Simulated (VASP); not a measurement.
## Te: single point with PBE

The system is Te.

```
Te
1.0
     4.52261    0.00000    0.00000
    -2.26130    3.91669    0.00000
     0.00000    0.00000    6.22347
Te
3
Direct
  0.74204 0.00000 0.33333
  0.00000 0.74204 0.66667
  0.25796 0.25796 0.00000
```

This cell differs from its parent crystal: strain along c alone, the other axes held: +4.5 %, then relaxed in part.

* Program: VASP 6.6.1
* Task: single point
* Functional: PBE
* Potentials or basis: VASP PAW PBE potentials, release 64 (Te)
* Cutoff: 520 eV
* k mesh: 12 × 12 × 6
* Occupations: gaussian, width 0.01 eV
* Spin: no spin polarisation

```json
{
 "Pressure": "-1.4 GPa",
 "Largest force": "0.003 eV/Å"
}
```

Forces on the atoms (eV/Å):
```
Te  -0.003  0.000  0.000
Te   0.002 -0.003  0.000
Te   0.002  0.003  0.000
```

Stress tensor (GPa, compression positive):
```
-0.71  0.00  0.00
 0.00 -0.71  0.00
 0.00  0.00 -2.66
```

Levels at points of the mesh, in eV from the Fermi level:
```tsv
k point	band 6	band 7	band 8	band 9	band 10	band 11	band 12	band 13
(0.00, 0.00, 0.00)	-2.56	-1.27	-1.27	-0.41	1.02	1.02	1.87	5.13
(0.50, 0.00, 0.00)	-3.06	-2.98	-0.95	-0.69	1.00	1.19	3.36	3.50
(0.00, 0.00, 0.50)	-2.22	-1.06	-0.76	-0.76	0.70	0.88	0.88	4.31
(0.50, 0.00, 0.50)	-3.26	-1.96	-1.68	-0.27	0.70	1.79	2.52	4.70
```

Run time: 110 s on 1 thread of Intel Xeon 6975P-C, with other jobs on the host, peak memory 0.32 GiB.

Caveat: the cell differs from its parent crystal (strain along c alone, the other axes held: +4.5 %, then relaxed in part); spin-orbit coupling is left out, which moves the levels of the heavy elements.
